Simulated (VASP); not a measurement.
# CdO (nc) (Fm-3m) in VASP: notebook

CdO (nc) is run at these levels: PBE; tasks: relaxation of cell and atoms.

Program: VASP 6.6.1. These are calculated values, not measurements. Logs are shortened: lines on timing, memory, paths and dates and some standing lists are left out, and cuts for length are marked.

## Step 1: The cell of the first run

The structure is cubic, space group Fm-3m (No. 225). Conventional cell: a = 4.214 Å, b = 4.214 Å, c = 4.214 Å, α = 90.00°, β = 90.00°, γ = 90.00°. Within 2.8 Å of Cd (site symmetry m-3m) lie 6 O at 2.11 Å. Within 2.8 Å of O (site symmetry m-3m) lie 6 Cd at 2.11 Å.

## Step 2: Relaxation of cell and atoms, PBE, target pressure 150 GPa, at which the enthalpy is minimised

The input, INCAR:

```
SYSTEM = CdO
PREC     = Accurate       ! precision mode
ENCUT    = 600            ! plane-wave cutoff, eV
EDIFF    = 1E-7           ! SCF threshold, eV
ISMEAR   = 0              ! smearing method
SIGMA    = 0.01           ! smearing width, eV
LREAL    = .False.        ! projectors in reciprocal space
LASPH    = .True.         ! aspherical terms in the spheres
NELM     = 120            ! most SCF steps
ALGO     = Normal         ! electronic algorithm
ISIF     = 3              ! what is computed and relaxed
LWAVE    = .False.        ! write WAVECAR
LCHARG   = .False.        ! write CHGCAR
GGA      = PE             ! functional
IBRION   = 2              ! ionic algorithm
NSW      = 70             ! ionic steps
EDIFFG   = -0.004         ! ionic threshold
PSTRESS  = 1500.0       
GGA_COMPAT= .False.      
NELMIN   = 4
```

The input, KPOINTS:

```
Automatic mesh
0
Gamma
  14 14 14
  0 0 0
```

The input, POSCAR:

```
CdO
1.0
    0.0000000000      2.1069792773      2.1069792773
    2.1069792773      0.0000000000      2.1069792773
    2.1069792773      2.1069792773      0.0000000000
Cd O
1 1
Direct
    0.0000000000      0.0000000000      0.0000000000
    0.5000000000      0.5000000000      0.5000000000
```

Potentials or basis: VASP PAW PBE potentials, release 64 (Cd, O).

Command:

```bash
$ cat potpaw_PBE.64/Cd/POTCAR potpaw_PBE.64/O/POTCAR > POTCAR
$ mpirun -np 1 vasp_std > vasp.out
```

OUTCAR:

```text
SYSTEM = CdO
   PREC = Accurate
   ENCUT = 600
   EDIFF = 1E-7
   ISMEAR = 0
   LREAL = .False.
   LASPH = .True.
   NELM = 120
   ISIF = 3
   GGA = PE
   IBRION = 2
   NSW = 70
   EDIFFG = -0.004
   PSTRESS = 1500.0
   NELMIN = 4

 ion  position               nearest neighbor table
   1  0.000  0.000  0.000-   2 2.11   2 2.11   2 2.11   2 2.11   2 2.11   2 2.11
   2  0.500  0.500  0.500-   1 2.11   1 2.11   1 2.11   1 2.11   1 2.11   1 2.11

  LATTYP: Found a face centered cubic cell.
 ALAT       =     4.2139585546

  Lattice vectors:

 A1 = (   0.0000000000,   2.1069792773,   2.1069792773)
 A2 = (   2.1069792773,   0.0000000000,   2.1069792773)
 A3 = (   2.1069792773,   2.1069792773,   0.0000000000)

Analysis of symmetry for initial positions (statically):
=====================================================================
 Subroutine PRICEL returns:
 Original cell was already a primitive cell.

 Routine SETGRP: Setting up the symmetry group for a
 face centered cubic supercell.

 Subroutine GETGRP returns: Found 48 space group operations
 (whereof 48 operations were pure point group operations)
 out of a pool of 48 trial point group operations.

The static configuration has the point symmetry O_h .

Analysis of symmetry for dynamics (positions and initial velocities):
=====================================================================
 Subroutine PRICEL returns:
 Original cell was already a primitive cell.

 Routine SETGRP: Setting up the symmetry group for a
 face centered cubic supercell.

 Subroutine GETGRP returns: Found 48 space group operations
 (whereof 48 operations were pure point group operations)
 out of a pool of 48 trial point group operations.

The dynamic configuration has the point symmetry O_h .

 Subroutine INISYM returns: Found 48 space group operations
 (whereof 48 operations are pure point group operations),
 and found     1 'primitive' translations

----------------------------------------------------------------------------------------

                                     Primitive cell

  volume of cell :      18.7073

  direct lattice vectors                    reciprocal lattice vectors
     0.000000000  2.106979277  2.106979277    -0.237306558  0.237306558  0.237306558
     2.106979277  0.000000000  2.106979277     0.237306558 -0.237306558  0.237306558
     2.106979277  2.106979277  0.000000000     0.237306558  0.237306558 -0.237306558

  length of vectors
     2.979718670  2.979718670  2.979718670     0.411027015  0.411027015  0.411027015

  position of ions in fractional coordinates (direct lattice)
     0.000000000  0.000000000  0.000000000
     0.500000000  0.500000000  0.500000000

  ion indices of the primitive-cell ions
   primitive index   ion index
                 1           1
                 2           2

----------------------------------------------------------------------------------------

 KPOINTS: Automatic mesh

Automatic generation of k-mesh.
 Grid dimensions read from file:
 generate k-points for:   14   14   14

 Generating k-lattice:

  Cartesian coordinates                     Fractional coordinates (reciprocal lattice)
    -0.016950468  0.016950468  0.016950468     0.071428571  0.000000000  0.000000000
     0.016950468 -0.016950468  0.016950468     0.000000000  0.071428571  0.000000000
     0.016950468  0.016950468 -0.016950468     0.000000000  0.000000000  0.071428571

  Length of vectors
     0.029359073  0.029359073  0.029359073

  Shift w.r.t. Gamma in fractional coordinates (k-lattice)
     0.000000000  0.000000000  0.000000000

 Subroutine IBZKPT returns following result:
 ===========================================

 Found    104 irreducible k-points:

 Following reciprocal coordinates:
            Coordinates               Weight
  0.000000  0.000000  0.000000      1.000000
  0.071429  0.000000  0.000000      8.000000
  0.142857  0.000000  0.000000      8.000000
  0.214286  0.000000  0.000000      8.000000
  0.285714  0.000000  0.000000      8.000000
  0.357143  0.000000  0.000000      8.000000
[... 16 lines left out ...]
  0.214286  0.142857  0.000000     24.000000
  0.285714  0.142857  0.000000     24.000000
 [... further k-points ...]
   k-points           NKPTS =    104   k-points in BZ     NKDIM =    104   number of bands    NBANDS=     13
   number of dos      NEDOS =    301   number of ions     NIONS =      2
   total plane-waves  NPLWV =  13824
   dimension x,y,z NGX =    24 NGY =   24 NGZ =   24
   dimension x,y,z NGXF=    48 NGYF=   48 NGZF=   48
   ions per type =               1   1
   NGX,Y,Z   is equivalent  to a cutoff of  13.39, 13.39, 13.39 a.u.
   NGXF,Y,Z  is equivalent  to a cutoff of  26.78, 26.78, 26.78 a.u.
 SYSTEM =  CdO
   PREC   = accura    normal or accurate (medium, high low for compatibility)
   ISTART =      0    job   : 0-new  1-cont  2-samecut
   ICHARG =      2    charge: 1-file 2-atom 10-const
   ISPIN  =      1    spin polarized calculation?
   LNONCOLLINEAR =      F non collinear calculations
   LSORBIT =      F    spin-orbit coupling
   LASPH  =      T    aspherical Exc in radial PAW
   ENCUT  =  600.0 eV  44.10 Ry    6.64 a.u.   5.95  5.95  5.95*2*pi/ulx,y,z
   NELM   =    120;   NELMIN=  4; NELMDL= -5     # of ELM steps
   EDIFF  = 0.1E-06   stopping-criterion for ELM
   LREAL  =      F    real-space projection
   EDIFFG = -.4E-02   stopping-criterion for IOM
   NSW    =     70    number of steps for IOM
   IBRION =      2    ionic relax: 0-MD 1-quasi-New 2-CG
   NFREE  =      1    steps in history (QN), initial steepest desc. (CG)
   ISIF   =      3    stress and relaxation
   ISYM   =      2    0-nonsym 1-usesym 2-fastsym
   POTIM  = 0.5000    time-step for ionic-motion
   TEBEG  =    0.0;   TEEND  =   0.0 temperature during run
   PSTRESS= 1500.0 pullay stress
   NELECT =      18.0000    total number of electrons
   NUPDOWN=      -1.0000    fix difference up-down
   EMIN   =  10.00;   EMAX   =-10.00  energy-range for DOS
   EFERMI =   0.00;   METHOD = LEGACY
   ISMEAR =     0;   SIGMA  =   0.01  broadening in eV -4-tet -1-fermi 0-gaus
   EFERMI_NEDOS =   21; number of points for ismear=-14 and -15
   IALGO  =     38    algorithm
   IMIX   =      4    mixing-type and parameters
     AMIX     =   0.40;   BMIX     =  1.00
     AMIX_MAG =   1.60;   BMIX_MAG =  1.00
  volume/ion in A,a.u.               =       9.35        63.12
  Fermi-wavevector in a.u.,A,eV,Ry     =   1.616201  3.054177 35.539861  2.612106
  Thomas-Fermi vector in A             =   2.710826
   LORBIT       =      0    0 simple, 1 ext, 2 COOP (PROOUT), +10 PAW based schemes
   GGA     = PE    functional components
   LHFCALC =     F    Hartree Fock is set to
   AEXX    =    0.0000 exact exchange contribution
   IVDW    =     0    specifies the selected vdW correction
   LEPSILON=     F    determine dielectric tensor
   LRPA    =     F    only Hartree local field effects (RPA)
 conjugate gradient relaxation of ions
 non-spin polarized calculation
 Gauss-broadening in eV      SIGMA  =   0.01
  energy-cutoff  :      600.00
  volume of cell :       18.71
 maximum number of plane-waves:       637
   NGX = 11   NGY = 11   NGZ = 11

--------------------------------------- Ionic step        1  -------------------------------------------

 number of electron      18.0000010 magnetization

 Free energy of the ion-electron system (eV)
  ---------------------------------------------------
  ext. energy  EPLUGINS =         0.00000000
  ---------------------------------------------------
  free energy    TOTEN  =        -5.48188644 eV

  energy without entropy =       -5.48188644  energy(sigma->0) =       -5.48188644

------------------------ aborting loop because EDIFF is reached ----------------------------------------

  FORCE on cell =-STRESS in cart. coord.  units (eV):
  Direction    XX          YY          ZZ          XY          YZ          ZX
  --------------------------------------------------------------------------------------
  -------------------------------------------------------------------------------------
  Total       13.9698923     13.9698923     13.9698923      0.0000000      0.0000000      0.0000000
  in kB     1196.4453137   1196.4453137   1196.4453137      0.0000000      0.0000000      0.0000000
  external PRESSURE =    -303.5546863 kB  Pullay stress =    1500.0000000 kB
[... 23 lines left out ...]
  enthalpy is  TOTEN    =        12.0323603545 eV   P V=       17.5142467912

--------------------------------------- Ionic step        2  -------------------------------------------

 number of electron      18.0000000 magnetization

 E-fermi :  10.9040     XC(G=0): -15.4406

 val. band max:       10.8326002114   @ k =   0.5000   0.0000   0.0000
 cond. band min:      11.8686150380   @ k =   0.0000   0.0000   0.0000
 fundamental gap:      1.0360148266
 Fermi energy:        10.9039769318

 k-point     1 :       0.0000    0.0000    0.0000
  band No.  band energies     occupation
      1     -14.1259      2.00000
      2       0.3693      2.00000
      3       0.3693      2.00000
      4       0.3693      2.00000
      5       1.4241      2.00000
      6       1.4241      2.00000
      7       5.4024      2.00000
      8       5.4024      2.00000
      9       5.4024      2.00000
     10      11.8686      0.00000
     11      24.6256      0.00000
     12      32.1187      0.00000
     13      32.1187      0.00000
[... 479 lines left out ...]
  enthalpy is  TOTEN    =        11.9496122033 eV   P V=       16.7410651677

--------------------------------------- Ionic step        5  -------------------------------------------

 number of electron      18.0000000 magnetization

 Free energy of the ion-electron system (eV)
  ---------------------------------------------------
  ext. energy  EPLUGINS =         0.00000000
  ---------------------------------------------------
  free energy    TOTEN  =        -4.77519993 eV

  energy without entropy =       -4.77519993  energy(sigma->0) =       -4.77519993

 E-fermi :   6.8428     XC(G=0): -13.9553

 val. band max:        6.7585029257   @ k =   0.5000   0.0000   0.0000
 cond. band min:       7.1552732647   @ k =   0.0000   0.0000   0.0000
 fundamental gap:      0.3967703391
 Fermi energy:         6.8427676379

 k-point     1 :       0.0000    0.0000    0.0000
  band No.  band energies     occupation
      1     -14.5917      2.00000
      2      -1.6139      2.00000
      3      -1.6139      2.00000
      4      -1.6139      2.00000
      5      -0.9392      2.00000
      6      -0.9392      2.00000
      7       3.3151      2.00000
      8       3.3151      2.00000
      9       3.3151      2.00000
     10       7.1553      0.00000
     11      21.5327      0.00000
     12      26.3985      0.00000
     13      26.3985      0.00000
[... 397 lines left out ...]
  FREE ENERGIE OF THE ION-ELECTRON SYSTEM (eV)
  ---------------------------------------------------
  free  energy   TOTEN  =        -4.7751999316 eV

  energy  without entropy=       -4.7751999316  energy(sigma->0) =       -4.77519993

  enthalpy is  TOTEN    =        11.9495734917 eV   P V=       16.7247734234

 reached required accuracy - stopping structural energy minimisation
```

It took 63 s on 1 thread of AMD EPYC 9R45 (Zen 5), shared host; peak memory 0.14 GiB.

Results:

| Item | Value |
| --- | --- |
| Free energy | -4.7752 eV |
| Relaxed volume | 8.93 Å³/atom |
| Relaxed cell | a = 2.934 Å, b = 2.934 Å, c = 2.934 Å, α = 60.00°, β = 60.00°, γ = 60.00° |
| Space group after relaxing (to 0.05 Å) | Fm-3m (No. 225) |
| Energy change on relaxing (the enthalpy is what falls) | +353.3 meV/atom |
| Ionic steps | 5 |
| Pressure after relaxing | 150.0 GPa |
| Band gap on the k mesh | 0.40 eV, indirect (least direct gap 3.84 eV) |

Step by step:
| step | energy change (eV) | largest force (eV/Å) | pressure (GPa) | volume (Å³) |
| --- | --- | --- | --- | --- |
| 1 | 0.0000 | 0.0000 | 119.64 | 18.71 |
| 2 | 6.2678 | 0.0000 | 390.31 | 14.31 |
| 3 | 0.6292 | 0.0000 | 146.70 | 17.95 |
| 4 | 0.6904 | 0.0000 | 149.31 | 17.88 |
| 5 | 0.7067 | 0.0000 | 150.02 | 17.86 |

Final structure:
```yaml
crystal:
  lattice:
    - [0.00000, 2.07483, 2.07483]
    - [2.07483, 0.00000, 2.07483]
    - [2.07483, 2.07483, 0.00000]
  atoms:
    - { symbol: Cd, position: [0.00000, 0.00000, 0.00000] }
    - { symbol: O, position: [0.50000, 0.50000, 0.50000] }
```

Levels at points of the mesh, in eV from the valence-band top:
```tsv
k point	band 5	band 6	band 7	band 8	band 9	band 10	band 11	band 12	band 13
(0.00, 0.00, 0.00)	-7.70	-7.70	-3.44	-3.44	-3.44	0.40	14.77	19.64	19.64
(0.50, 0.00, 0.00)	-7.08	-7.08	-4.85	0.00	0.00	4.18	9.98	13.51	13.51
(0.50, 0.50, 0.00)	-6.73	-6.73	-5.53	-4.89	-4.89	5.41	9.94	12.56	16.66
```

Caveat: the cell is relaxed towards a set pressure, so the enthalpy falls and the energy may rise.

(Continued in part 2 of 2.)
